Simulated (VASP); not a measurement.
# Ti (I4/mmm) in VASP: a series of runs, part 2 of 2

VASP 6.6.1. Earlier steps stand in the parts before.

## 5. Single point, PBEsol (strain +0.015 along x and y, +0.000 along z)

INCAR

```
PREC = Accurate ; ENCUT = 520
EDIFF = 1E-6 ; ISMEAR = 0
SIGMA = 0.15 ; LREAL = F
LASPH = T ; NELM = 100
ALGO = Normal ; ISIF = 2
LWAVE = F ; LCHARG = T
GGA = PS ; LELF = T
LVHAR = T ; NBANDS = 12
```

KPOINTS

```
regular mesh
0
Gamma
  20 20 20
```

POSCAR

```
Ti
1.0
    0.0000000000      2.0604500000      2.0300000000
    2.0604500000      0.0000000000      2.0300000000
    2.0604500000      2.0604500000      0.0000000000
Ti
1
Direct
    0.0000000000      0.0000000000      0.0000000000
```

Potentials or basis: VASP PAW PBE potentials, release 64 (Ti_sv).

Command:

```sh
$ cat potpaw_PBE.64/Ti_sv/POTCAR > POTCAR
$ mpirun -np 1 vasp_std > vasp.out
```

OUTCAR:

```text
PREC = Accurate
   ENCUT = 520
   EDIFF = 1E-6
   ISMEAR = 0
   LREAL = F
   LASPH = T
   NELM = 100
   ISIF = 2
   GGA = PS

 ion  position               nearest neighbor table
   1  0.000  0.000  0.000-

  LATTYP: Found a body centered tetragonal cell.
 ALAT       =     2.9139163346
 C/A-ratio  =     1.3933138546

  Lattice vectors:

 A1 = (   0.0000000000,  -2.0604500000,  -2.0300000000)
 A2 = (   0.0000000000,   2.0604500000,  -2.0300000000)
 A3 = (   2.0604500000,   0.0000000000,   2.0300000000)

Analysis of symmetry for initial positions (statically):
=====================================================================
 Subroutine PRICEL returns:
 Original cell was already a primitive cell.

 Routine SETGRP: Setting up the symmetry group for a
 body centered tetragonal supercell.

 Subroutine GETGRP returns: Found 16 space group operations
 (whereof 16 operations were pure point group operations)
 out of a pool of 16 trial point group operations.

The static configuration has the point symmetry D_4h.

Analysis of symmetry for dynamics (positions and initial velocities):
=====================================================================
 Subroutine PRICEL returns:
 Original cell was already a primitive cell.

 Routine SETGRP: Setting up the symmetry group for a
 body centered tetragonal supercell.

 Subroutine GETGRP returns: Found 16 space group operations
 (whereof 16 operations were pure point group operations)
 out of a pool of 16 trial point group operations.

The dynamic configuration has the point symmetry D_4h.

 Subroutine INISYM returns: Found 16 space group operations
 (whereof 16 operations are pure point group operations),
 and found     1 'primitive' translations

----------------------------------------------------------------------------------------

                                     Primitive cell

  volume of cell :      17.2365
[... 113 lines left out ...]
   LHFCALC =     F    Hartree Fock is set to
   AEXX    =    0.0000 exact exchange contribution
   IVDW    =     0    specifies the selected vdW correction
   LEPSILON=     F    determine dielectric tensor
   LRPA    =     F    only Hartree local field effects (RPA)
 non-spin polarized calculation
 Gauss-broadening in eV      SIGMA  =   0.15
  energy-cutoff  :      520.00
  volume of cell :       17.24
 maximum number of plane-waves:       487
 NGX is ok and might be reduce to    24
   NGX = 11   NGY = 11   NGZ = 11

 number of electron      12.0000002 magnetization

 Free energy of the ion-electron system (eV)
  ---------------------------------------------------
  ext. energy  EPLUGINS =         0.00000000
  ---------------------------------------------------
  free energy    TOTEN  =        -8.28572419 eV

  energy without entropy =       -8.26622528  energy(sigma->0) =       -8.27597473

 E-fermi :   8.1747     XC(G=0): -11.6725

 val. band max:        8.1744078475   @ k =  -0.2000   0.3000   0.1500
 cond. band min:       8.1750003387   @ k =  -0.2500   0.0500   0.0000
 fundamental gap:      0.0005924912
 Fermi energy:         8.1746820523

 k-point     1 :       0.0000    0.0000    0.0000
  band No.  band energies     occupation
      1     -48.2911      2.00000
      2     -24.2365      2.00000
      3     -24.2365      2.00000
      4     -24.2339      2.00000
      5       2.0590      2.00000
      6       9.0176      0.00000
      7       9.0176      0.00000
      8       9.1347      0.00000
      9      10.6267      0.00000
     10      10.7623      0.00000
     11      23.4888      0.00000
     12      27.8363      0.00000
[... 331 lines left out ...]
 k-point    24 :      -0.3500    0.0500    0.0000
  band No.  band energies     occupation
      1     -48.1827      2.00000
      2     -24.8137      2.00000
      3     -24.3226      2.00000
      4     -24.3127      2.00000
      5       5.1676      2.00000
      6       8.2167      0.69226
      7       9.0574      0.00000
      8       9.0960      0.00000
      9      11.2444      0.00000
     10      11.6081      0.00000
     11      18.2158      0.00000
     12      23.3155      0.00000

 [... further k-points ...]

------------------------ aborting loop because EDIFF is reached ----------------------------------------

  FORCE on cell =-STRESS in cart. coord.  units (eV):
  Direction    XX          YY          ZZ          XY          YZ          ZX
  --------------------------------------------------------------------------------------
  -------------------------------------------------------------------------------------
  Total       -0.4205220     -0.4205220     -0.3635346      0.0000000      0.0000000     -0.0000000
  in kB      -39.0885105    -39.0885105    -33.7913939      0.0000000      0.0000000     -0.0000000
  external PRESSURE =     -37.3228050 kB  Pullay stress =       0.0000000 kB

 VOLUME and BASIS-vectors are now :
 -----------------------------------------------------------------------------
  energy-cutoff  :      520.00
  volume of cell :       17.24
      direct lattice vectors                 reciprocal lattice vectors
     0.000000000  2.060450000  2.030000000    -0.242665437  0.242665437  0.246305419
     2.060450000  0.000000000  2.030000000     0.242665437 -0.242665437  0.246305419
     2.060450000  2.060450000  0.000000000     0.242665437  0.242665437 -0.246305419

 POSITION                                       TOTAL-FORCE (eV/Angst)
 -----------------------------------------------------------------------------------
      0.00000      0.00000      0.00000         0.000000     -0.000000      0.000000
 -----------------------------------------------------------------------------------
    total drift:                                0.000000      0.000000      0.000000

  FREE ENERGIE OF THE ION-ELECTRON SYSTEM (eV)
  ---------------------------------------------------
  free  energy   TOTEN  =        -8.2857241904 eV

  energy  without entropy=       -8.2662252762  energy(sigma->0) =       -8.27597473
```

OSZICAR:

```text
N       E                     dE             d eps       ncg     rms          rms(c)
DAV:   1     0.867255671769E+02    0.86726E+02   -0.65013E+03 15400   0.120E+03
DAV:   2    -0.504318834150E+01   -0.91769E+02   -0.89337E+02 15636   0.297E+02
DAV:   3    -0.932827147792E+01   -0.42851E+01   -0.42385E+01 21360   0.655E+01
DAV:   4    -0.942898864044E+01   -0.10072E+00   -0.10060E+00 17324   0.879E+00
DAV:   5    -0.943171450575E+01   -0.27259E-02   -0.27257E-02 18672   0.125E+00    0.877E+00
DAV:   6    -0.829928785930E+01    0.11324E+01   -0.22875E+00 16772   0.225E+01    0.221E+00
DAV:   7    -0.827767277066E+01    0.21615E-01   -0.11373E-01 19020   0.387E+00    0.129E+00
DAV:   8    -0.828552002606E+01   -0.78473E-02   -0.40314E-02 15912   0.267E+00    0.209E-01
DAV:   9    -0.828570177400E+01   -0.18175E-03   -0.47920E-03 19796   0.831E-01    0.863E-02
DAV:  10    -0.828574037248E+01   -0.38598E-04   -0.29187E-04 16332   0.207E-01    0.219E-02
DAV:  11    -0.828572518868E+01    0.15184E-04   -0.23352E-05 18868   0.606E-02    0.119E-02
DAV:  12    -0.828572394922E+01    0.12395E-05   -0.28801E-06 16736   0.235E-02    0.235E-03
DAV:  13    -0.828572419038E+01   -0.24116E-06   -0.40535E-07 10432   0.639E-03
   1 F= -.82857242E+01 E0= -.82759747E+01  d E =-.194989E-01
```

Wall time 3 min (1 thread of Intel Xeon 8259CL, shared host); peak memory 0.25 GiB.

Results:

```yaml
Free_energy: -8.2857 eV
Pressure: -3.7 GPa
Band_gap_on_the_k_mesh: zero (bands 6 and 7 overlap by 1.28 eV)
```

Stress tensor (GPa, compression positive):
```
-3.91  0.00  0.00
 0.00 -3.91  0.00
 0.00  0.00 -3.38
```

Levels at points of the mesh, in eV from the Fermi level:
| k point | band 2 | band 3 | band 4 | band 5 | band 6 | band 7 | band 8 | band 9 | band 10 | band 11 |
| --- | --- | --- | --- | --- | --- | --- | --- | --- | --- | --- |
| (0.00, 0.00, 0.00) | -32.41 | -32.41 | -32.41 | -6.12 | 0.84 | 0.84 | 0.96 | 2.45 | 2.59 | 15.31 |
| (0.50, 0.00, 0.00) | -33.11 | -32.51 | -32.49 | -2.61 | 0.66 | 0.69 | 0.82 | 3.59 | 3.65 | 8.26 |
| (0.50, 0.50, 0.00) | -33.06 | -32.67 | -32.67 | -2.60 | -1.75 | 3.06 | 3.60 | 3.91 | 3.91 | 10.82 |
| (0.50, 0.00, 0.50) | -33.06 | -32.66 | -32.64 | -2.61 | -1.72 | 2.78 | 3.60 | 3.86 | 3.95 | 10.55 |

Caveat: the cell differs from its parent crystal (strain +0.015 along x and y, +0.000 along z); the cell stands under tension; the PAW data sets were made with another functional, which shifts forces and pressure a little.

## 6. Summary

| cell | gap on the mesh (eV) | pressure (GPa) |
| --- | --- | --- |
| a = 2.892, b = 2.892, c = 2.871 Å, angles 60.2, 60.2, 59.5°, 1 atom | none | -2.2 |
| a = 2.871, b = 2.871, c = 2.914 Å, angles 59.5, 59.5, 61.0°, 1 atom | none | -2.2 |
| a = 2.914, b = 2.914, c = 2.871 Å, angles 60.5, 60.5, 59.0°, 1 atom | none | -3.7 |
| a = 2.892, b = 2.892, c = 2.914 Å, angles 59.8, 59.8, 60.5°, 1 atom | none | -3.7 |

Alike in all rows: task single point; level PBEsol; potentials or basis VASP PAW PBE potentials, release 64 (Ti_sv); no spin polarisation; k mesh 20 × 20 × 20; cutoff (eV) 520; smearing gaussian 0.15 eV.

Caveats: the PAW data sets were made with another functional, which shifts forces and pressure a little; the cell stands under tension (at least some runs).

Total energies depend on the potentials used, so only differences within one code and one set of settings carry meaning.
